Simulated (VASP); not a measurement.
# Ru (P6_3/mmc) in VASP: a series of runs

Ru is run at these levels: LDA; tasks: single point, relaxation of cell and atoms.

All numbers are computed with VASP 6.6.1; they aren't measurements. Logs are shortened: lines on timing, memory, paths and dates and some standing lists are left out, and cuts for length are marked.

**1. The cell of the first run**

It takes space group P6_3/mmc (No. 194, hexagonal). The conventional cell has a = 2.676 Å, b = 2.676 Å, c = 4.226 Å, α = 90.00°, β = 90.00°, γ = 120.00°. Ru (site symmetry -6m2) has 12 Ru at 2.62 to 2.68 Å within 3.5 Å.

**2. Single point, LDA**

File INCAR:

```
PREC = Accurate
ENCUT = 520
EDIFF = 1E-6
ISMEAR = -1
SIGMA = 0.15
LREAL = False
LASPH = True
NELM = 80
ALGO = Fast
ISIF = 2
LWAVE = False
LCHARG = False
GGA = CA
NBANDS = 21
```

File KPOINTS:

```
Automatic mesh
0
Gamma
  15 15 8
```

File POSCAR:

```
Ru
1.0
    2.6759834052      0.0000000000      0.0000000000
   -1.3379917026      2.3174696090      0.0000000000
    0.0000000000      0.0000000000      4.2262880327
Ru
2
Direct
    0.3333333333      0.6666666667      0.2500000000
    0.6666666667      0.3333333333      0.7500000000
```

Potentials or basis: VASP PAW LDA potentials, release 64 (Ru_pv).

Run with:

```sh
> cat potpaw_LDA.64/Ru_pv/POTCAR > POTCAR
> mpirun -np 1 vasp_std > vasp.out
```

OUTCAR:

```text
PREC = Accurate
   ENCUT = 520
   EDIFF = 1E-6
   ISMEAR = -1
   LREAL = False
   LASPH = True
   NELM = 80
   ISIF = 2
   GGA = CA

 ion  position               nearest neighbor table
   1  0.333  0.667  0.250-   2 2.62   2 2.62   2 2.62   2 2.62   2 2.62   2 2.62
   2  0.667  0.333  0.750-   1 2.62   1 2.62   1 2.62   1 2.62   1 2.62   1 2.62

  LATTYP: Found a hexagonal cell.
 ALAT       =     2.6759834052
 C/A-ratio  =     1.5793401501

  Lattice vectors:

 A1 = (   2.6759834052,   0.0000000000,   0.0000000000)
 A2 = (  -1.3379917026,   2.3174696090,   0.0000000000)
 A3 = (   0.0000000000,   0.0000000000,   4.2262880327)

Analysis of symmetry for initial positions (statically):
=====================================================================
 Subroutine PRICEL returns:
 Original cell was already a primitive cell.

 Routine SETGRP: Setting up the symmetry group for a
 hexagonal supercell.

 Subroutine GETGRP returns: Found 24 space group operations
 (whereof 12 operations were pure point group operations)
 out of a pool of 24 trial point group operations.

The static configuration has the point symmetry D_3d.
 The point group associated with its full space group is D_6h.

Analysis of symmetry for dynamics (positions and initial velocities):
=====================================================================
 Subroutine PRICEL returns:
 Original cell was already a primitive cell.

 Routine SETGRP: Setting up the symmetry group for a
 hexagonal supercell.

 Subroutine GETGRP returns: Found 24 space group operations
 (whereof 12 operations were pure point group operations)
 out of a pool of 24 trial point group operations.

The dynamic configuration has the point symmetry D_3d.
 The point group associated with its full space group is D_6h.

 Subroutine INISYM returns: Found 24 space group operations
 (whereof 12 operations are pure point group operations),
 and found     1 'primitive' translations

----------------------------------------------------------------------------------------

                                     Primitive cell

  volume of cell :      26.2094

  direct lattice vectors                    reciprocal lattice vectors
     2.675983405  0.000000000  0.000000000     0.373694395  0.215752560  0.000000000
[... 76 lines left out ...]
 SYSTEM =  unknown system
   PREC   = accura    normal or accurate (medium, high low for compatibility)
   ISTART =      0    job   : 0-new  1-cont  2-samecut
   ICHARG =      2    charge: 1-file 2-atom 10-const
   ISPIN  =      1    spin polarized calculation?
   LNONCOLLINEAR =      F non collinear calculations
   LSORBIT =      F    spin-orbit coupling
   LASPH  =      T    aspherical Exc in radial PAW
   ENCUT  =  520.0 eV  38.22 Ry    6.18 a.u.   4.98  4.98  7.86*2*pi/ulx,y,z
   NELM   =     80;   NELMIN=  2; NELMDL= -5     # of ELM steps
   EDIFF  = 0.1E-05   stopping-criterion for ELM
   LREAL  =      F    real-space projection
   EDIFFG = 0.1E-04   stopping-criterion for IOM
   NSW    =      0    number of steps for IOM
   IBRION =     -1    ionic relax: 0-MD 1-quasi-New 2-CG
   NFREE  =      0    steps in history (QN), initial steepest desc. (CG)
   ISIF   =      2    stress and relaxation
   ISYM   =      2    0-nonsym 1-usesym 2-fastsym
   POTIM  = 0.5000    time-step for ionic-motion
   TEBEG  =    0.0;   TEEND  =   0.0 temperature during run
   PSTRESS=    0.0 pullay stress
   NELECT =      28.0000    total number of electrons
   NUPDOWN=      -1.0000    fix difference up-down
   EMIN   =  10.00;   EMAX   =-10.00  energy-range for DOS
   EFERMI =   0.00;   METHOD = LEGACY
   ISMEAR =    -1;   SIGMA  =   0.15  broadening in eV -4-tet -1-fermi 0-gaus
   EFERMI_NEDOS =   21; number of points for ismear=-14 and -15
   IALGO  =     68    algorithm
   IMIX   =      4    mixing-type and parameters
     AMIX     =   0.40;   BMIX     =  1.00
     AMIX_MAG =   1.60;   BMIX_MAG =  1.00
  volume/ion in A,a.u.               =      13.10        88.43
  Fermi-wavevector in a.u.,A,eV,Ry     =   1.673563  3.162575 38.107363  2.800812
  Thomas-Fermi vector in A             =   2.758512
   LORBIT       =      0    0 simple, 1 ext, 2 COOP (PROOUT), +10 PAW based schemes
   GGA     = CA    functional components
   LHFCALC =     F    Hartree Fock is set to
   AEXX    =    0.0000 exact exchange contribution
   IVDW    =     0    specifies the selected vdW correction
   LEPSILON=     F    determine dielectric tensor
   LRPA    =     F    only Hartree local field effects (RPA)
 non-spin polarized calculation
 RMM-DIIS sequential band-by-band and
  energy-cutoff  :      520.00
  volume of cell :       26.21
 maximum number of plane-waves:       732
 NGX is ok and might be reduce to    20
   NGX =  9   NGY =  9   NGZ = 15

 number of electron      27.9999992 magnetization

 Free energy of the ion-electron system (eV)
  ---------------------------------------------------
  ext. energy  EPLUGINS =         0.00000000
  ---------------------------------------------------
  free energy    TOTEN  =       -21.45095553 eV

  energy without entropy =      -21.33709573  energy(sigma->0) =      -21.39402563

 E-fermi :  13.3764     XC(G=0): -14.5986

 val. band max:       13.3478203647   @ k =   0.0000   0.0000   0.3750
 cond. band min:      13.3942529083   @ k =   0.0667   0.0000   0.3750
 fundamental gap:      0.0464325437
 Fermi energy:        13.3763664523

 k-point     1 :       0.0000    0.0000    0.0000
  band No.  band energies     occupation
      1     -30.2467      2.00000
      2     -29.1780      2.00000
      3     -29.1780      2.00000
      4     -28.9832      2.00000
      5     -28.9832      2.00000
      6     -28.9354      2.00000
[... 565 lines left out ...]
     20      23.4971      0.00000
     21      25.9623      0.00000

 [... further k-points ...]
[... 5 lines left out ...]
  --------------------------------------------------------------------------------------
  -------------------------------------------------------------------------------------
  Total        0.1487153      0.1487153      0.1648979      0.0000000      0.0000000      0.0000000
  in kB        9.0909589      9.0909589     10.0801981      0.0000000      0.0000000      0.0000000
  external PRESSURE =       9.4207053 kB  Pullay stress =       0.0000000 kB

 VOLUME and BASIS-vectors are now :
 -----------------------------------------------------------------------------
  energy-cutoff  :      520.00
  volume of cell :       26.21
      direct lattice vectors                 reciprocal lattice vectors
     2.675983405  0.000000000  0.000000000     0.373694395  0.215752560  0.000000000
    -1.337991703  2.317469609  0.000000000     0.000000000  0.431505119  0.000000000
     0.000000000  0.000000000  4.226288033     0.000000000  0.000000000  0.236614256

 POSITION                                       TOTAL-FORCE (eV/Angst)
 -----------------------------------------------------------------------------------
     -0.00000      1.54498      1.05657         0.000000     -0.000000      0.000000
      1.33799      0.77249      3.16972        -0.000000      0.000000      0.000000
 -----------------------------------------------------------------------------------
    total drift:                                0.000000     -0.000000      0.000000

  FREE ENERGIE OF THE ION-ELECTRON SYSTEM (eV)
  ---------------------------------------------------
  free  energy   TOTEN  =       -21.4509555289 eV

  energy  without entropy=      -21.3370957315  energy(sigma->0) =      -21.39402563
```

OSZICAR:

```text
N       E                     dE             d eps       ncg     rms          rms(c)
DAV:   1     0.286419338642E+03    0.28642E+03   -0.17406E+04  5670   0.149E+03
DAV:   2    -0.168425339713E+02   -0.30326E+03   -0.29380E+03  5840   0.448E+02
DAV:   3    -0.228511064650E+02   -0.60086E+01   -0.59747E+01  6710   0.709E+01
DAV:   4    -0.228957654549E+02   -0.44659E-01   -0.44576E-01  6920   0.586E+00
DAV:   5    -0.228963436999E+02   -0.57824E-03   -0.57340E-03  6457   0.599E-01    0.201E+01
RMM:   6    -0.215582612596E+02    0.13381E+01   -0.29099E+00  5801   0.140E+01    0.553E+00
RMM:   7    -0.214615620078E+02    0.96699E-01   -0.38003E-01  6191   0.437E+00    0.116E+00
RMM:   8    -0.214518754426E+02    0.96866E-02   -0.24767E-02  6432   0.155E+00    0.524E-01
RMM:   9    -0.214509195913E+02    0.95585E-03   -0.28389E-03  6505   0.506E-01    0.601E-02
RMM:  10    -0.214509509616E+02   -0.31370E-04   -0.47403E-04  6636   0.220E-01    0.298E-02
RMM:  11    -0.214509553508E+02   -0.43892E-05   -0.57689E-05  6991   0.514E-02    0.716E-03
RMM:  12    -0.214509555289E+02   -0.17817E-06   -0.74822E-06  5925   0.197E-02
   1 F= -.21450956E+02 E0= -.21394026E+02  d E =-.113860E+00
```

Wall time 24 s (1 thread of Intel Xeon 6975P-C (Granite Rapids), shared host); peak memory 0.16 GiB.

What came out:

```
Free energy            : -21.4510 eV
Pressure               : 0.9 GPa
Band gap on the k mesh : zero (bands 14 and 15 overlap by 3.28 eV)
```

Stress tensor (GPa, compression positive):
```
0.91 0.00 0.00
0.00 0.91 0.00
0.00 0.00 1.01
```

**3. Relaxation of cell and atoms, LDA**

File INCAR:

```
PREC = Accurate ; ENCUT = 600
EDIFF = 1E-7 ; ISMEAR = -1
SIGMA = 0.15 ; LREAL = F
LASPH = T ; NELM = 60
ALGO = Normal ; ISIF = 3
LWAVE = F ; LCHARG = F
IBRION = 2 ; NSW = 80
EDIFFG = -0.001
```

File KPOINTS:

```
regular mesh
0
Gamma
  15 15 8
```

File POSCAR:

```
Ru
1.0
    2.6743058386      0.0000000000      0.0000000000
   -1.3371529193      2.3160167937      0.0000000000
    0.0000000000      0.0000000000      4.2260483469
Ru
2
Direct
    0.3333333333      0.6666666667      0.2500000000
    0.6666666667      0.3333333333      0.7500000000
```

Potentials or basis: VASP PAW LDA potentials, release 64 (Ru_pv).

Run with:

```sh
> cat potpaw_LDA.64/Ru_pv/POTCAR > POTCAR
> mpirun -np 1 vasp_std > vasp.out
```

OUTCAR:

```text
PREC = Accurate
   ENCUT = 600
   EDIFF = 1E-7
   ISMEAR = -1
   LREAL = F
   LASPH = T
   NELM = 60
   ISIF = 3
   IBRION = 2
   NSW = 80
   EDIFFG = -0.001

 ion  position               nearest neighbor table
   1  0.333  0.667  0.250-   2 2.62   2 2.62   2 2.62   2 2.62   2 2.62   2 2.62
   2  0.667  0.333  0.750-   1 2.62   1 2.62   1 2.62   1 2.62   1 2.62   1 2.62

  LATTYP: Found a hexagonal cell.
 ALAT       =     2.6743058386
 C/A-ratio  =     1.5802412297

  Lattice vectors:

 A1 = (   2.6743058386,   0.0000000000,   0.0000000000)
 A2 = (  -1.3371529193,   2.3160167937,   0.0000000000)
 A3 = (   0.0000000000,   0.0000000000,   4.2260483469)

Analysis of symmetry for initial positions (statically):
=====================================================================
 Subroutine PRICEL returns:
[... 430 lines left out ...]
  ext. energy  EPLUGINS =         0.00000000
  ---------------------------------------------------
  free energy    TOTEN  =       -21.45100193 eV

  energy without entropy =      -21.33668472  energy(sigma->0) =      -21.39384332

 E-fermi :  13.3301     XC(G=0): -14.5836

 val. band max:       13.3015372567   @ k =   0.0000   0.0000   0.3750
 cond. band min:      13.3477573017   @ k =   0.0667   0.0000   0.3750
 fundamental gap:      0.0462200451
 Fermi energy:        13.3301209054

 k-point     1 :       0.0000    0.0000    0.0000
  band No.  band energies     occupation
      1     -30.2826      2.00000
      2     -29.2224      2.00000
      3     -29.2224      2.00000
      4     -29.0290      2.00000
      5     -29.0290      2.00000
      6     -28.9818      2.00000
[... 481 lines left out ...]
      5     -29.3857      2.00000
      6     -29.3531      2.00000
[... 10 lines left out ...]
     17      18.8631      0.00000
     18      20.3442      0.00000

 [... further k-points ...]
[... 5 lines left out ...]
  --------------------------------------------------------------------------------------
  -------------------------------------------------------------------------------------
  Total       -0.0017664     -0.0017664     -0.0011181      0.0000000      0.0000000      0.0000000
  in kB       -0.1077190     -0.1077190     -0.0681866      0.0000000      0.0000000      0.0000000
  external PRESSURE =      -0.0945416 kB  Pullay stress =       0.0000000 kB
[... 17 lines left out ...]
  FREE ENERGIE OF THE ION-ELECTRON SYSTEM (eV)
  ---------------------------------------------------
  free  energy   TOTEN  =       -21.4510019254 eV

  energy  without entropy=      -21.3366847194  energy(sigma->0) =      -21.39384332

 reached required accuracy - stopping structural energy minimisation
```

OSZICAR:

```text
N       E                     dE             d eps       ncg     rms          rms(c)
DAV:   1     0.307522271404E+03    0.30752E+03   -0.19460E+04  4860   0.194E+03
DAV:   2    -0.152513793522E+02   -0.32277E+03   -0.31680E+03  5062   0.526E+02
[... 54 lines left out ...]
   7 F= -.21451002E+02 E0= -.21393831E+02  d E =0.252680E-06
       N       E                     dE             d eps       ncg     rms          rms(c)
DAV:   1    -0.214510091836E+02   -0.76289E-05   -0.15894E-04  4902   0.158E-01    0.237E-02
DAV:   2    -0.214510020636E+02    0.71200E-05   -0.21200E-05  4906   0.496E-02    0.378E-03
DAV:   3    -0.214510018791E+02    0.18442E-06   -0.11456E-06  4944   0.105E-02    0.228E-03
DAV:   4    -0.214510019254E+02   -0.46267E-07   -0.78828E-08  2906   0.254E-03
   8 F= -.21451002E+02 E0= -.21393843E+02  d E =-.117180E-06
```

It took 89 s on 1 thread of Intel Xeon 6975P-C (Granite Rapids), shared host; peak memory 0.19 GiB.

What came out:

```yaml
Free_energy: -21.4510 eV
Relaxed_volume: 13.14 Å³/atom
Relaxed_cell: a = 2.678 Å, b = 2.678 Å, c = 4.230 Å, α = 90.00°, β = 90.00°, γ = 120.00°
Space_group_after_relaxing_to_0.1_Å: P6_3/mmc (No. 194)
Energy_gained_by_relaxing: 0.2 meV/atom
Ionic_steps: 8
Pressure_after_relaxing: 0.0 GPa
Band_gap_on_the_k_mesh: zero (bands 14 and 15 overlap by 3.27 eV)
```

The path:
```tsv
step	energy change (eV)	largest force (eV/Å)	pressure (GPa)	volume (Å³)
1	0.0000	0.0000	1.34	26.18
2	0.0039	0.0000	-4.29	26.59
3	-0.0004	0.0000	-0.01	26.27
4	-0.0004	0.0000	0.01	26.27
5	-0.0004	0.0000	0.02	26.27
6	-0.0004	0.0000	0.02	26.27
7	-0.0004	0.0000	-0.05	26.28
8	-0.0004	0.0000	-0.01	26.27
```

Final structure:
```
Ru
1.0
     2.67808    0.00000    0.00000
    -1.33904    2.31928    0.00000
     0.00000    0.00000    4.22988
Ru
2
Cartesian
  0.0000 1.5462 1.0575
  1.3390 0.7731 3.1724
```
